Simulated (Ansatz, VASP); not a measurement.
# Two plane-wave programs on C

File POSCAR:

```
C
1.0
    0.0000000000      1.7833700000      1.7833700000
    1.7833700000      0.0000000000      1.7833700000
    1.7833700000      1.7833700000      0.0000000000
C
2
Direct
    0.7500000000      0.7500000000      0.7500000000
    0.5000000000      0.5000000000      0.5000000000
```

File INCAR.step1:

```
SYSTEM = C
PREC = Accurate ; ENCUT = 520
ISMEAR = -1 ; SIGMA = 0.05
LREAL = .FALSE. ; LASPH = .TRUE.
NELM = 80 ; NBANDS = 11
GGA = PE ; ALGO = Normal
EDIFF = 1E-4 ; LWAVE = .TRUE.
LCHARG = .FALSE.
```

INCAR.step2

```
SYSTEM = C
PREC = Accurate ; ENCUT = 520
EDIFF = 1E-6 ; ISMEAR = -1
SIGMA = 0.05 ; LREAL = .FALSE.
LASPH = .TRUE. ; NELM = 80
ALGO = Normal ; ISIF = 2
LWAVE = .FALSE. ; LCHARG = .FALSE.
METAGGA = R2SCAN ; LMIXTAU = .TRUE.
NBANDS = 11 ; ISTART = 1
```

Contents of KPOINTS:

```
regular mesh
0
G
  7 7 7
  0 0 0
```

Contents of input.yaml:

```yaml
crystal:
  lattice:
    - [0.0, 1.78337, 1.78337]
    - [1.78337, 0.0, 1.78337]
    - [1.78337, 1.78337, 0.0]
  atoms:
    - { symbol: C, position: [0.75, 0.75, 0.75] }
    - { symbol: C, position: [0.5, 0.5, 0.5] }
hamiltonian:
  xc: r2scan
  pseudopotentials: { kind: paw }
kpoints:
  mp_grid: { grid: [7, 7, 7] }
scf:
  occupations: { method: fermi_dirac, width: 0.05 }
  n_extra_bands: 6
output:
  forces: true
  stress: true
  eigenvalues: true
  dos: { projected: true, de: 0.05, nscf_kmesh: { grid: [11, 11, 11] } }
```

Alike in both runs: functional r2SCAN; k mesh 7 × 7 × 7; occupations fermi-dirac, width 0.05 eV; no spin polarisation.

```csv
,VASP,Ansatz
version,VASP 6.6.1,Ansatz 0.2.0
potentials or method,"VASP PAW PBE potentials, release 64 (C)",Ansatz PAW
plane-wave cutoff (eV),520,500
valence electrons in the cell,8,8
task,single point,projected density of states
```

```tsv
	VASP	Ansatz	Ansatz less VASP
gap on the k mesh at the Fermi level (eV)	4.47	4.49	+0.026
least direct gap on the mesh (eV)	5.84	5.88	+0.045
pressure (GPa)	-1.3	-2.4	-1.09
```

VASP's potentials were made for PBE, not for r2SCAN. With one functional, cell and mesh, what is left measures potentials, basis and numerics.

The k mesh is coarse, so the values compare programs but aren't converged. Noted on Ansatz's run: odd divisions of the mesh miss points on the zone boundary, where band edges often lie, so the gap on the mesh can be too wide.
